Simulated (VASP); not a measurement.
## Li: single point with PBE

Slab: Li, a slab with vacuum.

```
Li
1.0
    20.58969    0.00000    0.00000
     0.00000    3.43162    0.00000
     0.00000    0.00000   18.86323
Li
24
Direct
  0.00000 0.00000 0.07952
  0.08333 0.50000 0.17048
  0.16667 0.00000 0.07952
  0.25000 0.50000 0.17048
  0.33333 0.00000 0.07952
  0.41667 0.50000 0.17048
  0.50000 0.00000 0.07952
  0.58333 0.50000 0.17048
  0.66667 0.00000 0.07952
  0.75000 0.50000 0.17048
  0.83333 0.00000 0.07952
  0.91667 0.50000 0.17048
  0.00000 0.00000 0.25919
  0.08333 0.50000 0.35515
  0.16667 0.00000 0.25919
  0.25000 0.50000 0.35515
  0.33333 0.00000 0.25919
  0.41667 0.50000 0.35515
  0.50000 0.00000 0.25919
  0.58333 0.50000 0.35515
  0.66667 0.00000 0.25919
  0.75000 0.50000 0.35515
  0.83333 0.00000 0.25919
  0.91667 0.50000 0.35515
```

```json
{
  "Program": "VASP 6.6.1",
  "Task": "single point",
  "Functional": "PBE",
  "Potentials or basis": "VASP PAW PBE potentials, release 64 (Li_sv)",
  "Cutoff": "520 eV",
  "k mesh": "2 × 10 × 1",
  "Occupations": "gaussian, width 0.1 eV",
  "Spin": "no spin polarisation",
  "Dipole correction": "yes",
  "Further INCAR settings": "LREAL = Auto; ALGO = Normal; EDIFF = 1e-06; NBANDS = 54"
}
```

```yaml
Largest_force: 0.073 eV/Å
Band_gap_on_the_k_mesh: zero (band 36 reaches -1.14 eV, above the bottom of band 37 at -2.24 eV)
```

Forces on the atoms (eV/Å):
```
Li   0.000  0.000 -0.073
Li   0.000  0.000  0.058
Li   0.000  0.000 -0.073
Li   0.000  0.000  0.058
Li   0.000  0.000 -0.073
Li   0.000  0.000  0.058
Li   0.000  0.000 -0.073
Li   0.000  0.000  0.058
Li   0.000  0.000 -0.073
Li   0.000  0.000  0.058
Li   0.000  0.000 -0.073
Li   0.000  0.000  0.058
Li   0.000  0.000  0.007
Li   0.000  0.000  0.009
Li   0.000  0.000  0.007
Li   0.000  0.000  0.009
Li   0.000  0.000  0.007
Li   0.000  0.000  0.009
Li   0.000  0.000  0.007
Li   0.000  0.000  0.009
Li   0.000  0.000  0.007
Li   0.000  0.000  0.009
Li   0.000  0.000  0.007
Li   0.000  0.000  0.009
```

Levels at points of the mesh, in eV from the Fermi level:
| k point | band 33 | band 34 | band 35 | band 36 | band 37 | band 38 | band 39 | band 40 |
| --- | --- | --- | --- | --- | --- | --- | --- | --- |
| (0.00, 0.00, 0.00) | -1.12 | -1.12 | -0.87 | -0.86 | -0.66 | -0.39 | -0.39 | 0.05 |
| (0.50, 0.00, 0.00) | -1.57 | -1.57 | -0.59 | -0.59 | -0.57 | -0.57 | -0.07 | -0.07 |
| (0.00, 0.50, 0.00) | 0.08 | 0.08 | 0.09 | 0.09 | 0.37 | 0.37 | 0.37 | 0.37 |
| (0.50, 0.50, 0.00) | 0.13 | 0.13 | 0.14 | 0.14 | 0.47 | 0.47 | 0.47 | 0.47 |

Wall time 46 min on 1 thread of Intel(R) Xeon(R) Platinum 8259CL CPU @ 2.50GHz (Skylake/Cascade Lake) (shared host), peak memory 1.4 GiB.
